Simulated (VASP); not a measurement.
## MgS: single point with PBE

Crystal: MgS.

```
CELL_PARAMETERS angstrom
3.64543 0.00000 0.00000
-1.82272 3.15704 0.00000
0.00000 0.00000 6.14736
ATOMIC_POSITIONS crystal
Mg 0.00000 0.00000 0.00000
Mg 0.00000 0.00000 0.50000
S 0.33333 0.66667 0.25000
S 0.66667 0.33333 0.75000
```

```
Program                : VASP 6.6.1
Task                   : single point
Functional             : PBE
Potentials or basis    : VASP PAW PBE potentials, release 64 (Mg, S)
Cutoff                 : 520 eV
k mesh                 : 12 × 12 × 4
Occupations            : gaussian, width 0.01 eV
Spin                   : no spin polarisation
Dipole correction      : no
Further INCAR settings : ALGO = Normal; EDIFF = 1e-06; NBANDS = 16
```

```yaml
Pressure: 0.9 GPa
Band_gap_on_the_k_mesh: 3.41 eV, indirect (least direct gap 3.53 eV)
```

Levels at points of the mesh, in eV from the valence-band top:
```
           k point  band 4  band 5  band 6  band 7  band 8  band 9  band 10  band 11  band 12  band 13
(0.00, 0.00, 0.00)   -0.48   -0.48   -0.24    0.00    0.00    3.53     4.65     6.81     7.83     7.83
(0.50, 0.00, 0.00)   -3.60   -2.85   -1.70   -1.58   -0.61    4.05     4.40     4.94     6.95     8.14
(0.00, 0.00, 0.50)   -3.00   -0.25   -0.25   -0.25   -0.25    4.82     4.82     7.57     7.57     7.57
(0.50, 0.00, 0.50)   -4.52   -1.51   -1.51   -1.15   -1.15    4.00     4.00     5.30     5.30     8.94
```

Wall time 22 s on 1 thread of Intel(R) Xeon(R) 6975P-C (Granite Rapids), on a shared host, peak memory 0.21 GiB.

A k mesh can miss the band edges. Expect the measured gap to be larger: semilocal functionals such as PBE lack the derivative discontinuity.
